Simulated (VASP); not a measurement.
# SnSO (P4/nmm) in VASP: single point with PBEsol

Aim: the single point of SnSO with PBEsol.

Everything below comes from runs of VASP 6.6.1. Logs are shortened: lines on timing, memory, paths and dates and some standing lists are left out, and cuts for length are marked.

### Step 1. The cell of the first run

It takes space group P4/nmm (No. 129, tetragonal). Conventional cell: a = 3.849 Å, b = 3.849 Å, c = 6.720 Å, α = 90.00°, β = 90.00°, γ = 90.00°. Within 3.1 Å of Sn (site symmetry 4mm) lie 4 O at 2.35 Å and 5 S at 2.92 to 2.94 Å. S (site symmetry 4mm) has 6 Sn at 2.92 to 3.80 Å and 4 O at 3.12 Å and 8 S at 3.27 to 3.85 Å within 3.9 Å. O (site symmetry -4m2) has 4 Sn at 2.35 Å and 4 O at 2.72 Å and 4 S at 3.12 Å within 3.2 Å.

### Step 2. Single point, PBEsol

The input, POSCAR:

```
SnSO
1.0
    3.8494490000      0.0000000000      0.0000000000
    0.0000000000      3.8494490000      0.0000000000
    0.0000000000      0.0000000000      6.7200620000
Sn S O
2 2 2
Direct
    0.2500000000      0.2500000000      0.2005500000
    0.7500000000      0.7500000000      0.7994500000
    0.2500000000      0.2500000000      0.6350000000
    0.7500000000      0.7500000000      0.3650000000
    0.7500000000      0.2500000000      0.0000000000
    0.2500000000      0.7500000000      0.0000000000
```

The input, INCAR.step1:

```
PREC = Accurate ; ENCUT = 520
EDIFF = 1E-7 ; ISMEAR = -1
SIGMA = 0.0119 ; LREAL = False
LASPH = True ; NELM = 80
ALGO = Normal ; ISIF = 2
LWAVE = False ; LCHARG = True
GGA = PS ; NBANDS = 35
```

The input, KPOINTS.step1:

```
Automatic mesh
0
Gamma
  9 9 5
```

The input, INCAR.step2:

```
PREC = Accurate ; ENCUT = 520
EDIFF = 1E-7 ; ISMEAR = -5
SIGMA = 0.0119 ; LREAL = False
LASPH = True ; NELM = 80
ALGO = Normal ; ISIF = 2
LWAVE = False ; LCHARG = False
GGA = PS ; LORBIT = 10
NEDOS = 2001 ; ICHARG = 11
```

The input, KPOINTS.step2:

```
Automatic mesh
0
Gamma
  14 14 8
```

Potentials or basis: VASP PAW PBE potentials, release 64 (Sn_d, S, O).

The run is started by

```console
$ cat potpaw_PBE.64/Sn_d/POTCAR potpaw_PBE.64/S/POTCAR potpaw_PBE.64/O/POTCAR > POTCAR
$ cp INCAR.step1 INCAR
$ cp KPOINTS.step1 KPOINTS
$ mpirun -np 1 vasp_std > vasp.out
$ cp INCAR.step2 INCAR
$ cp KPOINTS.step2 KPOINTS
$ mpirun -np 1 vasp_std > vasp.out
```

OUTCAR:

```text
PREC = Accurate
   ENCUT = 520
   EDIFF = 1E-7
   ISMEAR = -5
   LREAL = False
   LASPH = True
   NELM = 80
   ISIF = 2
   GGA = PS
   LORBIT = 10
   ICHARG = 11

 ion  position               nearest neighbor table
   1  0.250  0.250  0.201-   5 2.35   6 2.35   6 2.35   5 2.35   3 2.92   4 2.94   4 2.94   4 2.94
                             4 2.94
   2  0.750  0.750  0.799-   5 2.35   6 2.35   5 2.35   6 2.35   4 2.92   3 2.94   3 2.94   3 2.94
                             3 2.94
   3  0.250  0.250  0.635-   1 2.92   2 2.94   2 2.94   2 2.94   2 2.94
   4  0.750  0.750  0.365-   2 2.92   1 2.94   1 2.94   1 2.94   1 2.94
   5  0.750  0.250  0.000-   1 2.35   2 2.35   2 2.35   1 2.35
   6  0.250  0.750  0.000-   1 2.35   2 2.35   1 2.35   2 2.35

  LATTYP: Found a simple tetragonal cell.
 ALAT       =     3.8494490000
 C/A-ratio  =     1.7457204914

  Lattice vectors:

 A1 = (   3.8494490000,   0.0000000000,   0.0000000000)
 A2 = (   0.0000000000,   3.8494490000,   0.0000000000)
 A3 = (   0.0000000000,   0.0000000000,   6.7200620000)

Analysis of symmetry for initial positions (statically):
=====================================================================
 Subroutine PRICEL returns:
 Original cell was already a primitive cell.

 Routine SETGRP: Setting up the symmetry group for a
 simple tetragonal supercell.

 Subroutine GETGRP returns: Found 16 space group operations
 (whereof  4 operations were pure point group operations)
 out of a pool of 16 trial point group operations.

The static configuration has the point symmetry C_2h.
 The point group associated with its full space group is D_4h.

Analysis of symmetry for dynamics (positions and initial velocities):
=====================================================================
 Subroutine PRICEL returns:
 Original cell was already a primitive cell.

 Routine SETGRP: Setting up the symmetry group for a
 simple tetragonal supercell.

 Subroutine GETGRP returns: Found 16 space group operations
 (whereof  4 operations were pure point group operations)
 out of a pool of 16 trial point group operations.

The dynamic configuration has the point symmetry C_2h.
 The point group associated with its full space group is D_4h.

 Subroutine INISYM returns: Found 16 space group operations
 (whereof  4 operations are pure point group operations),
 and found     1 'primitive' translations

----------------------------------------------------------------------------------------

                                     Primitive cell

  volume of cell :      99.5796

  direct lattice vectors                    reciprocal lattice vectors
     3.849449000  0.000000000  0.000000000     0.259777438  0.000000000  0.000000000
     0.000000000  3.849449000  0.000000000     0.000000000  0.259777438  0.000000000
     0.000000000  0.000000000  6.720062000     0.000000000  0.000000000  0.148808151

  length of vectors
     3.849449000  3.849449000  6.720062000     0.259777438  0.259777438  0.148808151

  position of ions in fractional coordinates (direct lattice)
     0.250000000  0.250000000  0.200550000
     0.750000000  0.750000000  0.799450000
     0.250000000  0.250000000  0.635000000
     0.750000000  0.750000000  0.365000000
     0.750000000  0.250000000  0.000000000
     0.250000000  0.750000000  0.000000000

  ion indices of the primitive-cell ions
   primitive index   ion index
                 1           1
                 2           2
                 3           3
                 4           4
                 5           5
                 6           6

----------------------------------------------------------------------------------------

 KPOINTS: Automatic mesh

Automatic generation of k-mesh.
 Grid dimensions read from file:
 generate k-points for:   14   14    8

 Generating k-lattice:

  Cartesian coordinates                     Fractional coordinates (reciprocal lattice)
     0.018555531  0.000000000  0.000000000     0.071428571  0.000000000  0.000000000
     0.000000000  0.018555531  0.000000000     0.000000000  0.071428571  0.000000000
     0.000000000  0.000000000  0.018601019     0.000000000  0.000000000  0.125000000

  Length of vectors
     0.018555531  0.018555531  0.018601019

  Shift w.r.t. Gamma in fractional coordinates (k-lattice)
     0.000000000  0.000000000  0.000000000

 TETIRR: Found   2352 inequivalent tetrahedra from     9408

 Subroutine IBZKPT returns following result:
 ===========================================

 Found    180 irreducible k-points:

 Following reciprocal coordinates:
            Coordinates               Weight
  0.000000  0.000000  0.000000      1.000000
  0.071429  0.000000  0.000000      4.000000
  0.142857  0.000000  0.000000      4.000000
  0.214286  0.000000  0.000000      4.000000
  0.285714  0.000000  0.000000      4.000000
  0.357143  0.000000  0.000000      4.000000
[... 16 lines left out ...]
  0.285714  0.214286  0.000000      8.000000
  0.357143  0.214286  0.000000      8.000000
 [... further k-points ...]
   k-points           NKPTS =    180   k-points in BZ     NKDIM =    180   number of bands    NBANDS=     31
   number of dos      NEDOS =   2001   number of ions     NIONS =      6
   total plane-waves  NPLWV =  45000
   dimension x,y,z NGX =    30 NGY =   30 NGZ =   50
   dimension x,y,z NGXF=    60 NGYF=   60 NGZF=  100
   ions per type =               2   2   2
   NGX,Y,Z   is equivalent  to a cutoff of  12.96, 12.96, 12.37 a.u.
   NGXF,Y,Z  is equivalent  to a cutoff of  25.91, 25.91, 24.74 a.u.
 SYSTEM =  unknown system
   PREC   = accura    normal or accurate (medium, high low for compatibility)
   ISTART =      0    job   : 0-new  1-cont  2-samecut
   ICHARG =     11    charge: 1-file 2-atom 10-const
   ISPIN  =      1    spin polarized calculation?
   LNONCOLLINEAR =      F non collinear calculations
   LSORBIT =      F    spin-orbit coupling
   LASPH  =      T    aspherical Exc in radial PAW
   ENCUT  =  520.0 eV  38.22 Ry    6.18 a.u.   7.16  7.16 12.49*2*pi/ulx,y,z
   NELM   =     80;   NELMIN=  2; NELMDL=  0     # of ELM steps
   EDIFF  = 0.1E-06   stopping-criterion for ELM
   LREAL  =      F    real-space projection
   EDIFFG = 0.1E-05   stopping-criterion for IOM
   NSW    =      0    number of steps for IOM
   IBRION =     -1    ionic relax: 0-MD 1-quasi-New 2-CG
   NFREE  =      0    steps in history (QN), initial steepest desc. (CG)
   ISIF   =      2    stress and relaxation
   ISYM   =      2    0-nonsym 1-usesym 2-fastsym
   POTIM  = 0.5000    time-step for ionic-motion
   TEBEG  =    0.0;   TEEND  =   0.0 temperature during run
   PSTRESS=    0.0 pullay stress
   NELECT =      52.0000    total number of electrons
   NUPDOWN=      -1.0000    fix difference up-down
   EMIN   =  10.00;   EMAX   =-10.00  energy-range for DOS
   EFERMI =   0.00;   METHOD = LEGACY
   ISMEAR =    -5;   SIGMA  =   0.01  broadening in eV -4-tet -1-fermi 0-gaus
   EFERMI_NEDOS =   21; number of points for ismear=-14 and -15
   IALGO  =     38    algorithm
   IMIX   =      4    mixing-type and parameters
     AMIX     =   0.40;   BMIX     =  1.00
     AMIX_MAG =   1.60;   BMIX_MAG =  1.00
  volume/ion in A,a.u.               =      16.60       112.00
  Fermi-wavevector in a.u.,A,eV,Ry     =   1.318315  2.491254 23.646300  1.737954
  Thomas-Fermi vector in A             =   2.448293
   LORBIT       =     10    0 simple, 1 ext, 2 COOP (PROOUT), +10 PAW based schemes
   GGA     = PS    functional components
   LHFCALC =     F    Hartree Fock is set to
   AEXX    =    0.0000 exact exchange contribution
   IVDW    =     0    specifies the selected vdW correction
   LEPSILON=     F    determine dielectric tensor
   LRPA    =     F    only Hartree local field effects (RPA)
 non-spin polarized calculation
 Fermi weights with tetrahedron method with Bloechl corrections
  energy-cutoff  :      520.00
  volume of cell :       99.58
 maximum number of plane-waves:      2720
 NGX is ok and might be reduce to    30

 number of electron      52.0000011 magnetization

 Free energy of the ion-electron system (eV)
  ---------------------------------------------------
  ext. energy  EPLUGINS =         0.00000000
  ---------------------------------------------------
  free energy    TOTEN  =       -30.87819128 eV

  energy without entropy =      -30.87819128  energy(sigma->0) =      -30.87819128

 E-fermi :   6.1199     XC(G=0): -10.9781

 val. band max:        6.1590595906   @ k =   0.4286   0.0714   0.5000
 cond. band min:       6.0361464700   @ k =   0.4286   0.3571   0.5000
 fundamental gap:     -0.1229131205
 Fermi energy:         6.1199106129

 k-point     1 :       0.0000    0.0000    0.0000
  band No.  band energies     occupation
      1     -15.0624      2.00000
      2     -14.9355      2.00000
      3     -14.9224      2.00000
      4     -14.9224      2.00000
      5     -14.9224      2.00000
      6     -14.9025      2.00000
[... 23 lines left out ...]
     30      11.3606      0.00000
     31      11.6632      0.00000

 k-point     2 :       0.0714    0.0000    0.0000
  band No.  band energies     occupation
      1     -15.0611      2.00000
      2     -14.9340      2.00000
      3     -14.9239      2.00000
      4     -14.9220      2.00000
      5     -14.9202      2.00000
      6     -14.9020      2.00000
[... 23 lines left out ...]
     30      11.4799      0.00000
     31      11.7095      0.00000

 k-point     3 :       0.1429    0.0000    0.0000
  band No.  band energies     occupation
      1     -15.0575      2.00000
      2     -14.9309      2.00000
      3     -14.9252      2.00000
      4     -14.9209      2.00000
      5     -14.9161      2.00000
      6     -14.9020      2.00000
[... 23 lines left out ...]
     30      11.6471      0.00000
     31      11.6736      0.00000

 k-point     4 :       0.2143    0.0000    0.0000
  band No.  band energies     occupation
      1     -15.0527      2.00000
      2     -14.9347      2.00000
      3     -14.9262      2.00000
      4     -14.9194      2.00000
      5     -14.9164      2.00000
      6     -14.9098      2.00000
[... 23 lines left out ...]
     30      11.2335      0.00000
     31      11.7161      0.00000

 k-point     5 :       0.2857    0.0000    0.0000
  band No.  band energies     occupation
      1     -15.0474      2.00000
      2     -14.9562      2.00000
      3     -14.9262      2.00000
      4     -14.9184      2.00000
      5     -14.9177      2.00000
      6     -14.9036      2.00000
[... 23 lines left out ...]
     30      10.8688      0.00000
     31      11.6490      0.00000
[... 542 lines left out ...]
     30      11.1374      0.00000
     31      11.6871      0.00000

 k-point    22 :       0.2143    0.2143    0.0000
  band No.  band energies     occupation
      1     -15.0497      2.00000
      2     -14.9648      2.00000
      3     -14.9191      2.00000
      4     -14.9182      2.00000
      5     -14.9102      2.00000
      6     -14.9032      2.00000
[... 23 lines left out ...]
     30      11.6096      0.00000
     31      12.3943      0.00000

 k-point    23 :       0.2857    0.2143    0.0000
  band No.  band energies     occupation
      1     -15.0491      2.00000
      2     -14.9860      2.00000
      3     -14.9183      2.00000
      4     -14.9132      2.00000
      5     -14.9060      2.00000
      6     -14.9040      2.00000
[... 23 lines left out ...]
     30      11.3311      0.00000
     31      12.4061      0.00000

 k-point    24 :       0.3571    0.2143    0.0000
  band No.  band energies     occupation
      1     -15.0479      2.00000
      2     -15.0066      2.00000
      3     -14.9177      2.00000
      4     -14.9101      2.00000
      5     -14.9090      2.00000
      6     -14.9027      2.00000
[... 23 lines left out ...]
     30      11.3860      0.00000
     31      12.1906      0.00000

 [... further k-points ...]

------------------------ aborting loop because EDIFF is reached ----------------------------------------

  FORCE on cell =-STRESS in cart. coord.  units (eV):
  Direction    XX          YY          ZZ          XY          YZ          ZX
  --------------------------------------------------------------------------------------
  -------------------------------------------------------------------------------------
  Total       -8.4269577     -8.4269577     -9.5234906      0.0000000      0.0000000      0.0000000
  in kB     -135.5847918   -135.5847918   -153.2273606      0.0000000      0.0000000      0.0000000
  external PRESSURE =    -141.4656480 kB  Pullay stress =       0.0000000 kB

 VOLUME and BASIS-vectors are now :
 -----------------------------------------------------------------------------
  energy-cutoff  :      520.00
  volume of cell :       99.58
      direct lattice vectors                 reciprocal lattice vectors
     3.849449000  0.000000000  0.000000000     0.259777438  0.000000000  0.000000000
     0.000000000  3.849449000  0.000000000     0.000000000  0.259777438  0.000000000
     0.000000000  0.000000000  6.720062000     0.000000000  0.000000000  0.148808151

 POSITION                                       TOTAL-FORCE (eV/Angst)
 -----------------------------------------------------------------------------------
      0.96236      0.96236      1.34771        -0.000000      0.000000     -1.436548
      2.88709      2.88709      5.37235         0.000000      0.000000      1.436548
      0.96236      0.96236      4.26724         0.000000     -0.000000     -0.021174
      2.88709      2.88709      2.45282        -0.000000      0.000000      0.021174
      2.88709      0.96236      0.00000         0.000000     -0.000000      0.000000
      0.96236      2.88709      0.00000        -0.000000      0.000000     -0.000000
 -----------------------------------------------------------------------------------
    total drift:                                0.000000     -0.000000     -0.000000

  FREE ENERGIE OF THE ION-ELECTRON SYSTEM (eV)
  ---------------------------------------------------
  free  energy   TOTEN  =       -30.8781912843 eV

  energy  without entropy=      -30.8781912843  energy(sigma->0) =      -30.87819128

 total charge

# of ion       s       p       d       tot
------------------------------------------
    1        1.030   0.741  10.089  11.859
    2        1.030   0.741  10.089  11.859
    3        1.375   2.221   0.000   3.596
    4        1.375   2.221   0.000   3.596
    5        1.583   3.305   0.000   4.888
    6        1.583   3.305   0.000   4.888
--------------------------------------------------
tot          7.977  12.532  20.178  40.687
```

Wall time 5.8 min (1 thread of Intel Xeon Platinum 8375C at 2.90GHz (Ice Lake), shared host); peak memory 0.54 GiB.

What came out:

```
Valence electrons inside the program's atomic spheres : Sn 11.86; S 3.60; O 4.89
```

Caveat: the PAW data sets were made with another functional, which shifts forces and pressure a little; spin-orbit coupling is left out, which moves the levels of the heavy elements; tetrahedron occupations give inexact forces and stress in metals.
